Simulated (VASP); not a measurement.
Crystal: HBr.

```
CELL_PARAMETERS angstrom
0.00000 2.82000 3.03150
2.77750 0.00000 3.03150
2.77750 2.82000 0.00000
ATOMIC_POSITIONS crystal
H 0.00000 0.00000 0.00000
Br 0.50000 0.50000 0.50000
```

* Program: VASP 6.6.1
* Task: relaxation of cell and atoms
* Functional: LDA
* Potentials or basis: VASP PAW LDA potentials, release 64 (H_h, Br)
* Cutoff: 1230 eV
* k mesh: 6 × 6 × 6
* Occupations: gaussian, width 0.1 eV
* Spin: no spin polarisation

At the start: pressure -9.3 GPa; volume 23.74 Å³/atom.

Problem. Where does the relaxation end?

Solution. Over 38 steps the energy falls by 1091.5 meV/atom and the volume is 19.43 Å³/atom (-18.2 %); space group Fmmm (No. 69, to 0.1 Å) before, I4/mmm (No. 139, to 0.1 Å).

The path:
```
step  energy change (eV)  largest force (eV/Å)  pressure (GPa)  volume (Å³)
   1              0.0000                0.0000           -9.30        47.49
   2             -0.5686                0.0000           -9.47        38.62
   3             -0.3602                0.0000           45.17        18.58
   4             -0.9978                0.0000           -6.04        31.19
   5             -1.1320                0.0000            4.19        24.82
   6             -1.1387                0.0000            0.32        26.35
   7             -1.1404                0.0000            1.14        25.97
   8             -1.2032                0.0000            2.53        25.80
   9             -1.2346                0.0000            4.73        25.56
  10             -1.2366                0.0000            5.90        25.41
  11             -1.2930                0.0000            4.07        26.77
  12             -1.5361                0.0000            0.78        30.94
  13             -1.8894                0.0000           -2.44        39.68
  14             -2.0808                0.0000            0.67        58.10
  15             -2.0558                0.0000           -1.95        60.51
  16             -2.0866                0.0000           -0.24        58.84
  17             -2.1015                0.0000           -0.23        59.16
  18             -2.1068                0.0000           -0.13        59.32
  19             -2.1073                0.0000           -0.09        59.35
  20             -2.1090                0.0000           -0.58        59.09
  21             -2.1090                0.0000           -0.53        59.12
  22             -2.1099                0.0000           -0.54        58.80
  23             -2.1130                0.0000           -0.59        57.83
  24             -2.1198                0.0000           -0.70        55.82
  25             -2.1384                0.0000           -0.92        51.59
  26             -2.1498                0.0000           -0.25        42.24
  27             -2.1515                0.0000           -1.01        49.08
  28             -2.1645                0.0000           -0.94        45.74
  29             -2.1540                0.0000            1.58        42.32
  30             -2.1674                0.0000           -0.22        44.62
  31             -2.1709                0.0000           -0.22        43.60
  32             -2.1755                0.0000           -0.15        41.62
  33             -2.1715                0.0000            0.30        37.80
  34             -2.1765                0.0000           -0.07        40.57
  35             -2.1800                0.0000            0.31        39.73
  36             -2.1809                0.0000            0.61        39.16
  37             -2.1822                0.0000            0.44        39.07
  38             -2.1830                0.0000            0.08        38.86
```

Final structure:
```
H Br
1.0
     0.00000    3.41587    3.40023
     1.67276    0.00000    3.40023
     1.67276    3.41587    0.00000
H Br
1 1
Direct
  0.00000 0.00000 0.00000
  0.50000 0.50000 0.50000
```

Caveat: the volume moved by over 15 % at a fixed basis, so the end points are rough.
